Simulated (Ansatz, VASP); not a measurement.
**BaTe in VASP and in Ansatz**

```
CELL_PARAMETERS angstrom
0.00000 3.53238 3.53238
3.53238 0.00000 3.53238
3.53238 3.53238 0.00000
ATOMIC_POSITIONS crystal
Ba 0.00000 0.00000 0.00000
Te 0.50000 0.50000 0.50000
```

Alike in both runs: task single point; functional r2SCAN; k mesh 6 × 6 × 6; no spin polarisation.

```csv
,VASP,Ansatz
version,VASP 6.6.1,Ansatz 0.2.0
potentials or method,"VASP PAW PBE potentials, release 64 (Ba_sv, Te)","plane waves, PAW"
plane-wave cutoff (eV),520,500
occupations,"gaussian, width 0.01 eV",fixed
valence electrons in the cell,16,26
```

```csv
,VASP,Ansatz,Ansatz less VASP
gap on the k mesh at the Fermi level (eV),1.93,2.00,+0.072
pressure (GPa),0.3,0.0,-0.32
```

VASP's potentials were made for PBE, not for r2SCAN. VASP's potentials hold 16 valence electrons a cell and Ansatz's 26, so a difference there can come from the potentials and not from the codes.

Neither program's run includes spin-orbit coupling.
